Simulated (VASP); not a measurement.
The system is AlN.

```
CELL_PARAMETERS angstrom
3.17405 0.00000 0.00000
-1.58703 2.74881 0.00000
0.00000 0.00000 5.07869
ATOMIC_POSITIONS crystal
Al 0.66667 0.33333 0.50000
Al 0.33333 0.66667 0.00000
N 0.66667 0.33333 0.88000
N 0.33333 0.66667 0.38000
```

Base run:

```yaml
Program: VASP 6.6.1
Functional: PBE
Dispersion: D4
Potentials_or_basis: VASP PAW PBE potentials, release 64 (Al, N)
Cutoff: 520 eV
k_mesh: 10 × 10 × 6
Occupations: fermi-dirac, width 0.05 eV
Spin: no spin polarisation
```

Its results: band gap on the k mesh 3.72 eV, direct; pressure -11.5 GPa; largest force 0.086 eV/Å.

Q: The run is repeated on the same cell with these changes: functional from PBE to RPBE. What comes out?

A: Band gap on the k mesh 3.77 eV, direct; pressure -13.8 GPa; largest force 0.084 eV/Å.

Caveats: the PAW data sets were made with another functional, which shifts forces and pressure a little (some runs).

